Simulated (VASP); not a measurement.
# MgB (Pm-3m) in VASP: further runs

The runs below take MgB through relaxation of cell and atoms, with PBEsol+D3(BJ), r2SCAN+rVV10.

Everything below comes from runs of VASP 6.6.1. Logs are shortened: lines on timing, memory, paths and dates and some standing lists are left out, and cuts for length are marked.

### Step 1. The cell of the first run

Symmetry: Pm-3m, No. 221, cubic system. The conventional cell has a = 2.895 Å, b = 2.895 Å, c = 2.895 Å, α = 90.00°, β = 90.00°, γ = 90.00°. Within 3.3 Å of Mg (site symmetry m-3m) lie 8 B at 2.51 Å and 6 Mg at 2.90 Å. Within 3.3 Å of B (site symmetry m-3m) lie 8 Mg at 2.51 Å and 6 B at 2.90 Å.

### Step 2. Relaxation of cell and atoms, PBEsol+D3(BJ)

Input file INCAR:

```
SYSTEM = MgB
PREC = Accurate
ENCUT = 600
EDIFF = 1E-7
ISMEAR = -1
SIGMA = 0.05
LREAL = .FALSE.
LASPH = .TRUE.
NELM = 60
ALGO = Normal
ISIF = 3
LWAVE = .FALSE.
LCHARG = .FALSE.
GGA = PS
IVDW = 12
IBRION = 2
NSW = 60
EDIFFG = -0.01
```

Input file KPOINTS:

```
regular mesh
0
G
  9 9 9
  0 0 0
```

Input file POSCAR:

```
MgB
1.0
    2.8951500000      0.0000000000      0.0000000000
    0.0000000000      2.8951500000      0.0000000000
    0.0000000000      0.0000000000      2.8951500000
Mg B
1 1
Direct
    0.0000000000      0.0000000000      0.0000000000
    0.5000000000      0.5000000000      0.5000000000
```

Potentials or basis: VASP PAW PBE potentials, release 64 (Mg, B).

The run is started by

```bash
> cat potpaw_PBE.64/Mg/POTCAR potpaw_PBE.64/B/POTCAR > POTCAR
> mpirun -np 1 vasp_std > vasp.out
```

OUTCAR:

```text
SYSTEM = MgB
   PREC = Accurate
   ENCUT = 600
   EDIFF = 1E-7
   ISMEAR = -1
   LREAL = .FALSE.
   LASPH = .TRUE.
   NELM = 60
   ISIF = 3
   GGA = PS
   IVDW = 12
   IBRION = 2
   NSW = 60
   EDIFFG = -0.01
 IVDW          = 12

 ion  position               nearest neighbor table
   1  0.000  0.000  0.000-   2 2.51   2 2.51   2 2.51   2 2.51   2 2.51   2 2.51   2 2.51   2 2.51

   2  0.500  0.500  0.500-   1 2.51   1 2.51   1 2.51   1 2.51   1 2.51   1 2.51   1 2.51   1 2.51

  LATTYP: Found a simple cubic cell.
 ALAT       =     2.8951500000

  Lattice vectors:

 A1 = (   2.8951500000,   0.0000000000,   0.0000000000)
 A2 = (   0.0000000000,   2.8951500000,   0.0000000000)
 A3 = (   0.0000000000,   0.0000000000,   2.8951500000)

Analysis of symmetry for initial positions (statically):
=====================================================================
 Subroutine PRICEL returns:
 Original cell was already a primitive cell.

 Routine SETGRP: Setting up the symmetry group for a
 simple cubic supercell.

 Subroutine GETGRP returns: Found 48 space group operations
 (whereof 48 operations were pure point group operations)
 out of a pool of 48 trial point group operations.

The static configuration has the point symmetry O_h .

Analysis of symmetry for dynamics (positions and initial velocities):
=====================================================================
 Subroutine PRICEL returns:
 Original cell was already a primitive cell.

 Routine SETGRP: Setting up the symmetry group for a
 simple cubic supercell.

 Subroutine GETGRP returns: Found 48 space group operations
 (whereof 48 operations were pure point group operations)
 out of a pool of 48 trial point group operations.

The dynamic configuration has the point symmetry O_h .

 Subroutine INISYM returns: Found 48 space group operations
 (whereof 48 operations are pure point group operations),
 and found     1 'primitive' translations

----------------------------------------------------------------------------------------

                                     Primitive cell

  volume of cell :      24.2668

  direct lattice vectors                    reciprocal lattice vectors
     2.895150000  0.000000000  0.000000000     0.345405247  0.000000000  0.000000000
     0.000000000  2.895150000  0.000000000     0.000000000  0.345405247  0.000000000
     0.000000000  0.000000000  2.895150000     0.000000000  0.000000000  0.345405247

  length of vectors
     2.895150000  2.895150000  2.895150000     0.345405247  0.345405247  0.345405247

  position of ions in fractional coordinates (direct lattice)
     0.000000000  0.000000000  0.000000000
     0.500000000  0.500000000  0.500000000

  ion indices of the primitive-cell ions
   primitive index   ion index
                 1           1
                 2           2

----------------------------------------------------------------------------------------

 KPOINTS: regular mesh

Automatic generation of k-mesh.
 Grid dimensions read from file:
 generate k-points for:    9    9    9

 Generating k-lattice:

  Cartesian coordinates                     Fractional coordinates (reciprocal lattice)
     0.038378361  0.000000000  0.000000000     0.111111111  0.000000000  0.000000000
     0.000000000  0.038378361  0.000000000     0.000000000  0.111111111  0.000000000
     0.000000000  0.000000000  0.038378361     0.000000000  0.000000000  0.111111111

  Length of vectors
     0.038378361  0.038378361  0.038378361

  Shift w.r.t. Gamma in fractional coordinates (k-lattice)
     0.000000000  0.000000000  0.000000000

 Subroutine IBZKPT returns following result:
 ===========================================

 Found     35 irreducible k-points:

 Following reciprocal coordinates:
            Coordinates               Weight
  0.000000  0.000000  0.000000      1.000000
  0.111111  0.000000  0.000000      6.000000
  0.222222  0.000000  0.000000      6.000000
  0.333333  0.000000  0.000000      6.000000
  0.444444  0.000000  0.000000      6.000000
  0.111111  0.111111  0.000000     12.000000
[... 16 lines left out ...]
  0.333333  0.333333  0.111111     24.000000
  0.444444  0.333333  0.111111     48.000000
 [... further k-points ...]
   k-points           NKPTS =     35   k-points in BZ     NKDIM =     35   number of bands    NBANDS=      6
   number of dos      NEDOS =    301   number of ions     NIONS =      2
   total plane-waves  NPLWV =  13824
   dimension x,y,z NGX =    24 NGY =   24 NGZ =   24
   dimension x,y,z NGXF=    48 NGYF=   48 NGZF=   48
   ions per type =               1   1
   NGX,Y,Z   is equivalent  to a cutoff of  13.78, 13.78, 13.78 a.u.
   NGXF,Y,Z  is equivalent  to a cutoff of  27.56, 27.56, 27.56 a.u.
 SYSTEM =  MgB
   PREC   = accura    normal or accurate (medium, high low for compatibility)
   ISTART =      0    job   : 0-new  1-cont  2-samecut
   ICHARG =      2    charge: 1-file 2-atom 10-const
   ISPIN  =      1    spin polarized calculation?
   LNONCOLLINEAR =      F non collinear calculations
   LSORBIT =      F    spin-orbit coupling
   LASPH  =      T    aspherical Exc in radial PAW
   ENCUT  =  600.0 eV  44.10 Ry    6.64 a.u.   5.78  5.78  5.78*2*pi/ulx,y,z
   NELM   =     60;   NELMIN=  2; NELMDL= -5     # of ELM steps
   EDIFF  = 0.1E-06   stopping-criterion for ELM
   LREAL  =      F    real-space projection
   EDIFFG = -.1E-01   stopping-criterion for IOM
   NSW    =     60    number of steps for IOM
   IBRION =      2    ionic relax: 0-MD 1-quasi-New 2-CG
   NFREE  =      1    steps in history (QN), initial steepest desc. (CG)
   ISIF   =      3    stress and relaxation
   ISYM   =      2    0-nonsym 1-usesym 2-fastsym
   POTIM  = 0.5000    time-step for ionic-motion
   TEBEG  =    0.0;   TEEND  =   0.0 temperature during run
   PSTRESS=    0.0 pullay stress
   NELECT =       5.0000    total number of electrons
   NUPDOWN=      -1.0000    fix difference up-down
   EMIN   =  10.00;   EMAX   =-10.00  energy-range for DOS
   EFERMI =   0.00;   METHOD = LEGACY
   ISMEAR =    -1;   SIGMA  =   0.05  broadening in eV -4-tet -1-fermi 0-gaus
   EFERMI_NEDOS =   21; number of points for ismear=-14 and -15
   IALGO  =     38    algorithm
   IMIX   =      4    mixing-type and parameters
     AMIX     =   0.40;   BMIX     =  1.00
     AMIX_MAG =   1.60;   BMIX_MAG =  1.00
  volume/ion in A,a.u.               =      12.13        81.88
  Fermi-wavevector in a.u.,A,eV,Ry     =   0.966927  1.827227 12.720742  0.934948
  Thomas-Fermi vector in A             =   2.096770
   LORBIT       =      0    0 simple, 1 ext, 2 COOP (PROOUT), +10 PAW based schemes
   GGA     = PS    functional components
   LHFCALC =     F    Hartree Fock is set to
   AEXX    =    0.0000 exact exchange contribution
   IVDW    =    12    specifies the selected vdW correction
   LEPSILON=     F    determine dielectric tensor
   LRPA    =     F    only Hartree local field effects (RPA)
 conjugate gradient relaxation of ions
 non-spin polarized calculation
  energy-cutoff  :      600.00
  volume of cell :       24.27
 maximum number of plane-waves:       819
 NGX is ok and might be reduce to    24
   NGX = 11   NGY = 11   NGZ = 11

--------------------------------------- Ionic step        1  -------------------------------------------

 number of electron       5.0000000 magnetization

 Free energy of the ion-electron system (eV)
  ---------------------------------------------------
  ext. energy  EPLUGINS =         0.00000000
  ---------------------------------------------------
  free energy    TOTEN  =        -7.17539884 eV

  energy without entropy =       -7.16851019  energy(sigma->0) =       -7.17195452

------------------------ aborting loop because EDIFF is reached ----------------------------------------

 Edisp (eV)   -0.50021

 E8    (eV) :    -0.3147

  FORCE on cell =-STRESS in cart. coord.  units (eV):
  Direction    XX          YY          ZZ          XY          YZ          ZX
  --------------------------------------------------------------------------------------
  -------------------------------------------------------------------------------------
  Total      -0.79678    -0.79678    -0.79678     0.00000    -0.00000    -0.00000
  in kB     -52.60631   -52.60631   -52.60631     0.00000    -0.00000    -0.00000
  external pressure =      -52.61 kB  Pullay stress =        0.00 kB
[... 61 lines left out ...]
  energy  without entropy=       -7.6936923727  energy(sigma->0) =       -7.69728201

--------------------------------------- Ionic step        3  -------------------------------------------

 number of electron       5.0000000 magnetization

 Free energy of the ion-electron system (eV)
  ---------------------------------------------------
  ext. energy  EPLUGINS =         0.00000000
  ---------------------------------------------------
  free energy    TOTEN  =        -7.16820601 eV

  energy without entropy =       -7.16101368  energy(sigma->0) =       -7.16460985

 E-fermi :   5.1680     XC(G=0): -10.6696

 val. band max:        5.1025825596   @ k =   0.3333   0.2222   0.0000
 cond. band min:       5.2235804985   @ k =   0.3333   0.2222   0.2222
 fundamental gap:      0.1209979389
 Fermi energy:         5.1679768931

 k-point     1 :       0.0000    0.0000    0.0000
  band No.  band energies     occupation
      1      -6.1302      2.00000
      2       7.6592      0.00000
      3       7.6592      0.00000
      4       7.6592      0.00000
      5      12.0719      0.00000
      6      12.0719      0.00000

 k-point     2 :       0.1111    0.0000    0.0000
  band No.  band energies     occupation
      1      -5.9266      2.00000
      2       6.1409      0.00000
      3       7.7741      0.00000
      4       7.7741      0.00000
      5      12.2994      0.00000
      6      13.3658      0.00000
[... 190 lines left out ...]
 k-point    24 :       0.4444    0.3333    0.1111
  band No.  band energies     occupation
      1      -1.3660      2.00000
      2       1.1473      2.00000
      3       3.7459      2.00000
      4       8.9390      0.00000
      5       9.0402      0.00000
      6      15.3888      0.00000

 [... further k-points ...]

------------------------ aborting loop because EDIFF is reached ----------------------------------------

 Edisp (eV)   -0.53276

 E8    (eV) :    -0.3352

  FORCE on cell =-STRESS in cart. coord.  units (eV):
  Direction    XX          YY          ZZ          XY          YZ          ZX
  --------------------------------------------------------------------------------------
  -------------------------------------------------------------------------------------
  Total      -0.00088    -0.00088    -0.00088    -0.00000     0.00000     0.00000
  in kB      -0.06191    -0.06191    -0.06191    -0.00000     0.00000     0.00000
  external pressure =       -0.06 kB  Pullay stress =        0.00 kB
[... 17 lines left out ...]
  FREE ENERGIE OF THE ION-ELECTRON SYSTEM (eV)
  ---------------------------------------------------
  free  energy   TOTEN  =        -7.7009659874 eV

  energy  without entropy=       -7.6937736524  energy(sigma->0) =       -7.69736982

 reached required accuracy - stopping structural energy minimisation
```

It took 5.5 s on 1 thread of Intel Xeon 6975P-C, shared host; peak memory 0.15 GiB.

What came out:

* Free energy: -7.7010 eV
* Relaxed volume: 11.41 Å³/atom
* Relaxed cell: a = 2.836 Å, b = 2.836 Å, c = 2.836 Å, α = 90.00°, β = 90.00°, γ = 90.00°
* Space group after relaxing (to 0.05 Å): Pm-3m (No. 221)
* Energy gained by relaxing: 12.7 meV/atom
* Ionic steps: 3
* Pressure after relaxing: 0.0 GPa
* Dispersion energy per atom: -0.266 eV

Step by step:
```
step  energy change (eV)  largest force (eV/Å)  pressure (GPa)  volume (Å³)
   1              0.0000                0.0000           -5.26        24.27
   2             -0.0253                0.0000           -0.36        22.89
   3             -0.0254                0.0000           -0.01        22.81
```

Final structure:
```cif
data_structure
_symmetry_space_group_name_H-M 'P 1'
_symmetry_Int_Tables_number 1
_cell_length_a 2.8361
_cell_length_b 2.8361
_cell_length_c 2.8361
_cell_angle_alpha 90.000
_cell_angle_beta 90.000
_cell_angle_gamma 90.000
_cell_volume 22.81
loop_
_atom_site_label
_atom_site_type_symbol
_atom_site_fract_x
_atom_site_fract_y
_atom_site_fract_z
_atom_site_occupancy
Mg1 Mg 0.00000 0.00000 0.00000 1
B1 B 0.50000 0.50000 0.50000 1
```

Levels at points of the mesh, in eV from the Fermi level:
| k point | band 1 | band 2 | band 3 | band 4 | band 5 | band 6 |
| --- | --- | --- | --- | --- | --- | --- |
| (0.00, 0.00, 0.00) | -11.30 | 2.49 | 2.49 | 2.49 | 6.90 | 6.90 |

Caveat: the PAW data sets were made with another functional, which shifts forces and pressure a little; pairwise dispersion overbinds metals, which lowers pressure and volume.

### Step 3. Relaxation of cell and atoms, r2SCAN+rVV10

POSCAR is that of step 2.

Input file INCAR.step1:

```
SYSTEM = MgB
ALGO     = Normal         ! electronic algorithm
EDIFF    = 1E-4           ! SCF threshold, eV
ENCUT    = 600            ! plane-wave cutoff, eV
GGA      = PE             ! functional
ISMEAR   = -1             ! smearing method
LASPH    = .TRUE.         ! aspherical terms in the spheres
LCHARG   = .FALSE.        ! write CHGCAR
LREAL    = .FALSE.        ! projectors in reciprocal space
LWAVE    = .TRUE.         ! write WAVECAR
NELM     = 80             ! most SCF steps
PREC     = Accurate       ! precision mode
SIGMA    = 0.05           ! smearing width, eV
```

Input file INCAR.step2:

```
SYSTEM = MgB
ALGO     = Normal         ! electronic algorithm
BPARAM   = 11.95        
CPARAM   = 0.0093       
EDIFF    = 1E-6           ! SCF threshold, eV
EDIFFG   = -0.01          ! ionic threshold
ENCUT    = 600            ! plane-wave cutoff, eV
IBRION   = 2              ! ionic algorithm
ISIF     = 3              ! what is computed and relaxed
ISMEAR   = -1             ! smearing method
ISTART   = 1            
IVDW_NL  = 2            
LASPH    = .TRUE.         ! aspherical terms in the spheres
LCHARG   = .FALSE.        ! write CHGCAR
LMIXTAU  = .TRUE.       
LREAL    = .FALSE.        ! projectors in reciprocal space
LUSE_VDW = .TRUE.       
LWAVE    = .FALSE.        ! write WAVECAR
METAGGA  = R2SCAN         ! meta-GGA
NELM     = 80             ! most SCF steps
NSW      = 60             ! ionic steps
PREC     = Accurate       ! precision mode
SIGMA    = 0.05           ! smearing width, eV
```

Input file KPOINTS:

```
k-points
0
G
  9 9 9
  0 0 0
```

Potentials or basis: VASP PAW PBE potentials, release 64 (Mg, B).

The run is started by

```bash
> cat potpaw_PBE.64/Mg/POTCAR potpaw_PBE.64/B/POTCAR > POTCAR
> cp INCAR.step1 INCAR
> mpirun -np 1 vasp_std > vasp.out
> cp INCAR.step2 INCAR
> mpirun -np 1 vasp_std > vasp.out
```

It took 37 s on 1 thread of Intel Xeon 6975P-C, shared host; peak memory 0.22 GiB.

Results (log left out):

```
Free energy                            : -9.8145 eV
Relaxed volume                         : 11.92 Å³/atom
Relaxed cell                           : a = 2.878 Å, b = 2.878 Å, c = 2.878 Å, α = 90.00°, β = 90.00°, γ = 90.00°
Space group after relaxing (to 0.05 Å) : Pm-3m (No. 221)
Energy gained by relaxing              : 1.2 meV/atom
Ionic steps                            : 2
Pressure after relaxing                : -0.1 GPa
```

The path:
```tsv
step	energy change (eV)	largest force (eV/Å)	pressure (GPa)	volume (Å³)
1	0.0000	0.0000	-1.63	24.27
2	-0.0023	0.0000	-0.10	23.84
```

Final structure:
```
Mg B
1.0
     2.87792    0.00000    0.00000
     0.00000    2.87792    0.00000
     0.00000    0.00000    2.87792
Mg B
1 1
Direct
  0.00000 0.00000 0.00000
  0.50000 0.50000 0.50000
```

Levels at points of the mesh, in eV from the Fermi level:
```
           k point  band 1  band 2  band 3  band 4  band 5  band 6
(0.00, 0.00, 0.00)  -11.77    2.62    2.62    2.62    7.24    7.24
```

Caveat: the PAW data sets were made with another functional, which shifts forces and pressure a little.
